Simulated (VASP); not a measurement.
# SrTiO3 (Pm-3m) in VASP: a series of runs

SrTiO3 is run at these levels: PBEsol; tasks: single point, relaxation of cell and atoms.

Everything below comes from runs of VASP 6.6.1. Logs are shortened: lines on timing, memory, paths and dates and some standing lists are left out, and cuts for length are marked.

## 1. The cell of the first run

The structure is cubic, space group Pm-3m (No. 221). The conventional cell has a = 3.891 Å, b = 3.891 Å, c = 3.891 Å, α = 90.00°, β = 90.00°, γ = 90.00°. Within 3.6 Å of Sr (site symmetry m-3m) lie 12 O at 2.75 Å and 8 Ti at 3.37 Å. Within 2.6 Å of Ti (site symmetry m-3m) lie 6 O at 1.95 Å. Within 2.6 Å of O (site symmetry 4/mmm) lie 2 Ti at 1.95 Å.

## 2. Single point, PBEsol

Contents of INCAR:

```
SYSTEM = SrTiO3
PREC = Accurate
ENCUT = 520
EDIFF = 1E-6
ISMEAR = 0
SIGMA = 0.02
LREAL = .False.
LASPH = .True.
NELM = 80
ALGO = Normal
ISIF = 2
LWAVE = .False.
LCHARG = .True.
GGA = PS
LELF = .True.
LVHAR = .True.
NBANDS = 28
```

Contents of KPOINTS:

```
regular mesh
0
Gamma
  6 6 6
  0 0 0
```

Contents of POSCAR:

```
SrTiO3
1.0
    3.8911418677      0.0000000000      0.0000000000
    0.0000000000      3.8911418677      0.0000000000
    0.0000000000      0.0000000000      3.8911418677
Sr Ti O
1 1 3
Direct
    0.0000000000      0.0000000000      0.0000000000
    0.5000000000      0.5000000000      0.5000000000
    0.5000000000      0.0000000000      0.5000000000
    0.5000000000      0.5000000000      0.0000000000
    0.0000000000      0.5000000000      0.5000000000
```

Potentials or basis: VASP PAW PBE potentials, release 64 (Sr_sv, Ti_sv, O).

Started as:

```bash
> cat potpaw_PBE.64/Sr_sv/POTCAR potpaw_PBE.64/Ti_sv/POTCAR potpaw_PBE.64/O/POTCAR > POTCAR
> mpirun -np 1 vasp_std > vasp.out
```

OUTCAR:

```text
SYSTEM = SrTiO3
   PREC = Accurate
   ENCUT = 520
   EDIFF = 1E-6
   ISMEAR = 0
   LREAL = .False.
   LASPH = .True.
   NELM = 80
   ISIF = 2
   GGA = PS

 ion  position               nearest neighbor table
   1  0.000  0.000  0.000-   3 2.75   4 2.75   5 2.75   3 2.75   5 2.75   4 2.75   5 2.75   5 2.75
                             3 2.75   4 2.75   3 2.75   4 2.75   2 3.37   2 3.37   2 3.37   2 3.37
   2  0.500  0.500  0.500-   3 1.95   4 1.95   5 1.95   4 1.95   3 1.95   5 1.95   1 3.37   1 3.37
                             1 3.37   1 3.37   1 3.37   1 3.37   1 3.37   1 3.37
   3  0.500  0.000  0.500-   2 1.95   2 1.95   1 2.75   1 2.75   1 2.75   1 2.75
   4  0.500  0.500  0.000-   2 1.95   2 1.95   1 2.75   1 2.75   1 2.75   1 2.75
   5  0.000  0.500  0.500-   2 1.95   2 1.95   1 2.75   1 2.75   1 2.75   1 2.75

  LATTYP: Found a simple cubic cell.
 ALAT       =     3.8911418677

  Lattice vectors:

 A1 = (   3.8911418677,   0.0000000000,   0.0000000000)
 A2 = (   0.0000000000,   3.8911418677,   0.0000000000)
 A3 = (   0.0000000000,   0.0000000000,   3.8911418677)

Analysis of symmetry for initial positions (statically):
=====================================================================
 Subroutine PRICEL returns:
 Original cell was already a primitive cell.

 Routine SETGRP: Setting up the symmetry group for a
 simple cubic supercell.

 Subroutine GETGRP returns: Found 48 space group operations
 (whereof 48 operations were pure point group operations)
 out of a pool of 48 trial point group operations.

The static configuration has the point symmetry O_h .

Analysis of symmetry for dynamics (positions and initial velocities):
=====================================================================
 Subroutine PRICEL returns:
 Original cell was already a primitive cell.

 Routine SETGRP: Setting up the symmetry group for a
 simple cubic supercell.

 Subroutine GETGRP returns: Found 48 space group operations
 (whereof 48 operations were pure point group operations)
 out of a pool of 48 trial point group operations.

The dynamic configuration has the point symmetry O_h .

 Subroutine INISYM returns: Found 48 space group operations
 (whereof 48 operations are pure point group operations),
 and found     1 'primitive' translations

----------------------------------------------------------------------------------------

                                     Primitive cell

  volume of cell :      58.9157

  direct lattice vectors                    reciprocal lattice vectors
     3.891141868  0.000000000  0.000000000     0.256993971  0.000000000  0.000000000
     0.000000000  3.891141868  0.000000000     0.000000000  0.256993971  0.000000000
     0.000000000  0.000000000  3.891141868     0.000000000  0.000000000  0.256993971

  length of vectors
     3.891141868  3.891141868  3.891141868     0.256993971  0.256993971  0.256993971

  position of ions in fractional coordinates (direct lattice)
     0.000000000  0.000000000  0.000000000
     0.500000000  0.500000000  0.500000000
     0.500000000  0.000000000  0.500000000
     0.500000000  0.500000000  0.000000000
     0.000000000  0.500000000  0.500000000

  ion indices of the primitive-cell ions
   primitive index   ion index
                 1           1
                 2           2
                 3           3
                 4           4
                 5           5

----------------------------------------------------------------------------------------

 KPOINTS: regular mesh

Automatic generation of k-mesh.
 Grid dimensions read from file:
 generate k-points for:    6    6    6

 Generating k-lattice:

  Cartesian coordinates                     Fractional coordinates (reciprocal lattice)
     0.042832328  0.000000000  0.000000000     0.166666667  0.000000000  0.000000000
     0.000000000  0.042832328  0.000000000     0.000000000  0.166666667  0.000000000
     0.000000000  0.000000000  0.042832328     0.000000000  0.000000000  0.166666667

  Length of vectors
     0.042832328  0.042832328  0.042832328

  Shift w.r.t. Gamma in fractional coordinates (k-lattice)
     0.000000000  0.000000000  0.000000000

 Subroutine IBZKPT returns following result:
 ===========================================

 Found     20 irreducible k-points:

 Following reciprocal coordinates:
            Coordinates               Weight
  0.000000  0.000000  0.000000      1.000000
  0.166667  0.000000  0.000000      6.000000
  0.333333  0.000000  0.000000      6.000000
  0.500000  0.000000  0.000000      3.000000
  0.166667  0.166667  0.000000     12.000000
  0.333333  0.166667  0.000000     24.000000
[... 12 lines left out ...]
  0.500000  0.500000  0.333333      6.000000
  0.500000  0.500000  0.500000      1.000000
   k-points           NKPTS =     20   k-points in BZ     NKDIM =     20   number of bands    NBANDS=     28
   number of dos      NEDOS =    301   number of ions     NIONS =      5
   total plane-waves  NPLWV =  27000
   dimension x,y,z NGX =    30 NGY =   30 NGZ =   30
   dimension x,y,z NGXF=    60 NGYF=   60 NGZF=   60
   ions per type =               1   1   3
   NGX,Y,Z   is equivalent  to a cutoff of  12.82, 12.82, 12.82 a.u.
   NGXF,Y,Z  is equivalent  to a cutoff of  25.63, 25.63, 25.63 a.u.
 SYSTEM =  SrTiO3
   PREC   = accura    normal or accurate (medium, high low for compatibility)
   ISTART =      0    job   : 0-new  1-cont  2-samecut
   ICHARG =      2    charge: 1-file 2-atom 10-const
   ISPIN  =      1    spin polarized calculation?
   LNONCOLLINEAR =      F non collinear calculations
   LSORBIT =      F    spin-orbit coupling
   LASPH  =      T    aspherical Exc in radial PAW
   ENCUT  =  520.0 eV  38.22 Ry    6.18 a.u.   7.23  7.23  7.23*2*pi/ulx,y,z
   NELM   =     80;   NELMIN=  2; NELMDL= -5     # of ELM steps
   EDIFF  = 0.1E-05   stopping-criterion for ELM
   LREAL  =      F    real-space projection
   EDIFFG = 0.1E-04   stopping-criterion for IOM
   NSW    =      0    number of steps for IOM
   IBRION =     -1    ionic relax: 0-MD 1-quasi-New 2-CG
   NFREE  =      0    steps in history (QN), initial steepest desc. (CG)
   ISIF   =      2    stress and relaxation
   ISYM   =      2    0-nonsym 1-usesym 2-fastsym
   POTIM  = 0.5000    time-step for ionic-motion
   TEBEG  =    0.0;   TEEND  =   0.0 temperature during run
   PSTRESS=    0.0 pullay stress
   NELECT =      40.0000    total number of electrons
   NUPDOWN=      -1.0000    fix difference up-down
   EMIN   =  10.00;   EMAX   =-10.00  energy-range for DOS
   EFERMI =   0.00;   METHOD = LEGACY
   ISMEAR =     0;   SIGMA  =   0.02  broadening in eV -4-tet -1-fermi 0-gaus
   EFERMI_NEDOS =   21; number of points for ismear=-14 and -15
   IALGO  =     38    algorithm
   IMIX   =      4    mixing-type and parameters
     AMIX     =   0.40;   BMIX     =  1.00
     AMIX_MAG =   1.60;   BMIX_MAG =  1.00
  volume/ion in A,a.u.               =      11.78        79.52
  Fermi-wavevector in a.u.,A,eV,Ry     =   1.438857  2.719046 28.168287  2.070311
  Thomas-Fermi vector in A             =   2.557778
   LORBIT       =      0    0 simple, 1 ext, 2 COOP (PROOUT), +10 PAW based schemes
   GGA     = PS    functional components
   LHFCALC =     F    Hartree Fock is set to
   AEXX    =    0.0000 exact exchange contribution
   IVDW    =     0    specifies the selected vdW correction
   LEPSILON=     F    determine dielectric tensor
   LRPA    =     F    only Hartree local field effects (RPA)
 non-spin polarized calculation
 Gauss-broadening in eV      SIGMA  =   0.02
  energy-cutoff  :      520.00
  volume of cell :       58.92
 maximum number of plane-waves:      1622
 NGX is ok and might be reduce to    30
   NGX = 15   NGY = 15   NGZ = 15

 number of electron      40.0000013 magnetization

 Free energy of the ion-electron system (eV)
  ---------------------------------------------------
  ext. energy  EPLUGINS =         0.00000000
  ---------------------------------------------------
  free energy    TOTEN  =       -42.01499455 eV

  energy without entropy =      -42.01499455  energy(sigma->0) =      -42.01499455

 E-fermi :   4.2917     XC(G=0): -11.5967

 val. band max:        4.1140271945   @ k =   0.5000   0.5000   0.5000
 cond. band min:       5.9324055566   @ k =   0.0000   0.0000   0.0000
 fundamental gap:      1.8183783621
 Fermi energy:         4.2916635794

 k-point     1 :       0.0000    0.0000    0.0000
  band No.  band energies     occupation
      1     -52.0444      2.00000
      2     -28.4998      2.00000
      3     -28.4136      2.00000
      4     -28.4136      2.00000
      5     -28.4136      2.00000
      6     -13.2850      2.00000
[... 20 lines left out ...]
     27       9.4020      0.00000
     28      10.2269      0.00000

 k-point     2 :       0.1667    0.0000    0.0000
  band No.  band energies     occupation
      1     -52.0440      2.00000
      2     -28.5317      2.00000
      3     -28.4128      2.00000
      4     -28.4128      2.00000
      5     -28.3945      2.00000
      6     -13.3050      2.00000
[... 20 lines left out ...]
     27       9.8910      0.00000
     28      10.8901      0.00000

 k-point     3 :       0.3333    0.0000    0.0000
  band No.  band energies     occupation
      1     -52.0432      2.00000
      2     -28.5819      2.00000
      3     -28.4112      2.00000
      4     -28.4112      2.00000
      5     -28.3693      2.00000
      6     -13.4360      2.00000
[... 20 lines left out ...]
     27      10.9078      0.00000
     28      12.2144      0.00000

 k-point     4 :       0.5000    0.0000    0.0000
  band No.  band energies     occupation
      1     -52.0428      2.00000
      2     -28.6045      2.00000
      3     -28.4105      2.00000
      4     -28.4105      2.00000
      5     -28.3591      2.00000
      6     -13.5220      2.00000
[... 454 lines left out ...]
     27      12.0102      0.00000
     28      12.3766      0.00000

 k-point    19 :       0.5000    0.5000    0.3333
  band No.  band energies     occupation
      1     -52.0398      2.00000
      2     -28.4851      2.00000
      3     -28.4851      2.00000
      4     -28.4651      2.00000
      5     -28.4381      2.00000
      6     -12.0828      2.00000
[... 20 lines left out ...]
     27      12.0921      0.00000
     28      12.6628      0.00000

 k-point    20 :       0.5000    0.5000    0.5000
  band No.  band energies     occupation
      1     -52.0394      2.00000
      2     -28.4841      2.00000
      3     -28.4841      2.00000
      4     -28.4841      2.00000
      5     -28.4331      2.00000
      6     -11.8855      2.00000
[... 20 lines left out ...]
     27      12.6631      0.00000
     28      12.6631      0.00000

------------------------ aborting loop because EDIFF is reached ----------------------------------------

  FORCE on cell =-STRESS in cart. coord.  units (eV):
  Direction    XX          YY          ZZ          XY          YZ          ZX
  --------------------------------------------------------------------------------------
  -------------------------------------------------------------------------------------
  Total        0.2458878      0.2458878      0.2458878      0.0000000     -0.0000000      0.0000000
  in kB        6.6867685      6.6867685      6.6867685      0.0000000     -0.0000000      0.0000000
  external PRESSURE =       6.6867685 kB  Pullay stress =       0.0000000 kB

 VOLUME and BASIS-vectors are now :
 -----------------------------------------------------------------------------
  energy-cutoff  :      520.00
  volume of cell :       58.92
      direct lattice vectors                 reciprocal lattice vectors
     3.891141868  0.000000000  0.000000000     0.256993971  0.000000000  0.000000000
     0.000000000  3.891141868  0.000000000     0.000000000  0.256993971  0.000000000
     0.000000000  0.000000000  3.891141868     0.000000000  0.000000000  0.256993971

 POSITION                                       TOTAL-FORCE (eV/Angst)
 -----------------------------------------------------------------------------------
      0.00000      0.00000      0.00000         0.000000      0.000000      0.000000
      1.94557      1.94557      1.94557         0.000000      0.000000      0.000000
      1.94557      0.00000      1.94557         0.000000      0.000000      0.000000
      1.94557      1.94557      0.00000         0.000000      0.000000      0.000000
      0.00000      1.94557      1.94557         0.000000      0.000000      0.000000
 -----------------------------------------------------------------------------------
    total drift:                                0.000000      0.000000     -0.000000

  FREE ENERGIE OF THE ION-ELECTRON SYSTEM (eV)
  ---------------------------------------------------
  free  energy   TOTEN  =       -42.0149945492 eV

  energy  without entropy=      -42.0149945492  energy(sigma->0) =      -42.01499455
```

It took 56 s on 1 thread of Intel Xeon 8259CL, shared host; peak memory 0.19 GiB.

What came out:

```
Free energy            : -42.0150 eV
Pressure               : 0.7 GPa
Band gap on the k mesh : 1.82 eV (least direct gap 2.17 eV)
```

Caveat: the PAW data sets were made with another functional, which shifts forces and pressure a little. A k mesh can miss the band edges.

## 3. Single point, PBEsol

Contents of INCAR:

```
PREC = Accurate
ENCUT = 520
EDIFF = 1E-6
ISMEAR = 0
SIGMA = 0.02
LREAL = False
LASPH = True
NELM = 80
ALGO = Normal
ISIF = 2
LWAVE = False
LCHARG = False
GGA = PS
NBANDS = 28
```

Contents of KPOINTS:

```
Automatic mesh
0
Gamma
  6 6 6
```

POSCAR is that of step 2.

Potentials or basis: VASP PAW PBE potentials, release 64 (Sr_sv, Ti_sv, O).

Started as:

```bash
> cat potpaw_PBE.64/Sr_sv/POTCAR potpaw_PBE.64/Ti_sv/POTCAR potpaw_PBE.64/O/POTCAR > POTCAR
> mpirun -np 1 vasp_std > vasp.out
```

Wall time 58 s (1 thread of Intel Xeon 8259CL, shared host); peak memory 0.19 GiB.

It converged, with:

```yaml
Free_energy: -42.0150 eV
Pressure: 0.7 GPa
Band_gap_on_the_k_mesh: 1.82 eV (least direct gap 2.17 eV)
```

Levels at points of the mesh, in eV from the valence-band top:
| k point | band 16 | band 17 | band 18 | band 19 | band 20 | band 21 | band 22 | band 23 | band 24 | band 25 |
| --- | --- | --- | --- | --- | --- | --- | --- | --- | --- | --- |
| (0.00, 0.00, 0.00) | -1.21 | -1.21 | -0.35 | -0.35 | -0.35 | 1.82 | 1.82 | 1.82 | 4.41 | 4.41 |
| (0.50, 0.00, 0.00) | -2.42 | -2.42 | -2.07 | -0.74 | -0.74 | 2.00 | 3.83 | 3.83 | 4.43 | 6.66 |
| (0.50, 0.50, 0.00) | -2.95 | -1.74 | -1.60 | -1.60 | -0.10 | 3.84 | 3.84 | 4.29 | 5.41 | 7.90 |
| (0.50, 0.50, 0.50) | -3.81 | -3.81 | 0.00 | 0.00 | 0.00 | 4.53 | 4.53 | 4.53 | 6.90 | 6.90 |

Caveat: the PAW data sets were made with another functional, which shifts forces and pressure a little. A k mesh can miss the band edges.

## 4. Relaxation of cell and atoms, PBEsol

This run uses another cell than the first one, of 11.98 Å³/atom.

Contents of INCAR:

```
SYSTEM = SrTiO3
  PREC = Accurate
  ENCUT = 600
  EDIFF = 1E-6
  ISMEAR = 0
  SIGMA = 0.02
  LREAL = .FALSE.
  LASPH = .TRUE.
  NELM = 80
  ALGO = Normal
  ISIF = 3
  LWAVE = .FALSE.
  LCHARG = .FALSE.
  GGA = PS
  IBRION = 2
  NSW = 100
  EDIFFG = -0.005
```

Contents of KPOINTS:

```
regular mesh
0
G
  6 6 6
  0 0 0
```

Changes to POSCAR since step 3:

```diff
@@ -2,5 +2,5 @@
 1.0
-    3.8911418677      0.0000000000      0.0000000000
-    0.0000000000      3.8911418677      0.0000000000
-    0.0000000000      0.0000000000      3.8911418677
+    3.9127013100      0.0000000000      0.0000000000
+    0.0000000000      3.9127013100      0.0000000000
+    0.0000000000      0.0000000000      3.9127013100
 Sr Ti O
```

Started as:

```bash
> cat potpaw_PBE.64/Sr_sv/POTCAR potpaw_PBE.64/Ti_sv/POTCAR potpaw_PBE.64/O/POTCAR > POTCAR
> mpirun -np 1 vasp_std > vasp.out
```

Wall time 2.2 min (1 thread of Intel Xeon 8259CL, shared host); peak memory 0.21 GiB.

Results (log left out):

- Free energy: -42.0234 eV
- Relaxed volume: 11.82 Å³/atom
- Relaxed cell: a = 3.895 Å, b = 3.895 Å, c = 3.895 Å, α = 90.00°, β = 90.00°, γ = 90.00°
- Space group after relaxing (to 0.1 Å): Pm-3m (No. 221)
- Energy gained by relaxing: 1.3 meV/atom
- Ionic steps: 3
- Pressure after relaxing: 0.0 GPa
- Band gap on the k mesh: 1.81 eV (least direct gap 2.17 eV)

Step by step:
```tsv
step	energy change (eV)	largest force (eV/Å)	pressure (GPa)	volume (Å³)
1	0.0000	0.0000	-2.52	59.90
2	-0.0002	0.0000	2.56	58.28
3	-0.0065	0.0000	-0.01	59.08
```

Final structure:
```
CELL_PARAMETERS angstrom
3.89476 0.00000 0.00000
0.00000 3.89476 0.00000
0.00000 0.00000 3.89476
ATOMIC_POSITIONS crystal
Sr 0.00000 0.00000 0.00000
Ti 0.50000 0.50000 0.50000
O 0.50000 0.00000 0.50000
O 0.50000 0.50000 0.00000
O 0.00000 0.50000 0.50000
```

Levels at points of the mesh, in eV from the valence-band top:
```tsv
k point	band 17	band 18	band 19	band 20	band 21	band 22	band 23	band 24
(0.00, 0.00, 0.00)	-1.20	-0.35	-0.35	-0.35	1.81	1.81	1.81	4.39
(0.50, 0.00, 0.00)	-2.41	-2.06	-0.74	-0.74	2.00	3.82	3.82	4.41
(0.50, 0.50, 0.00)	-1.74	-1.60	-1.60	-0.10	3.83	3.83	4.28	5.38
(0.50, 0.50, 0.50)	-3.80	0.00	0.00	0.00	4.52	4.52	4.52	6.89
```

Caveat: the PAW data sets were made with another functional, which shifts forces and pressure a little. A k mesh can miss the band edges.
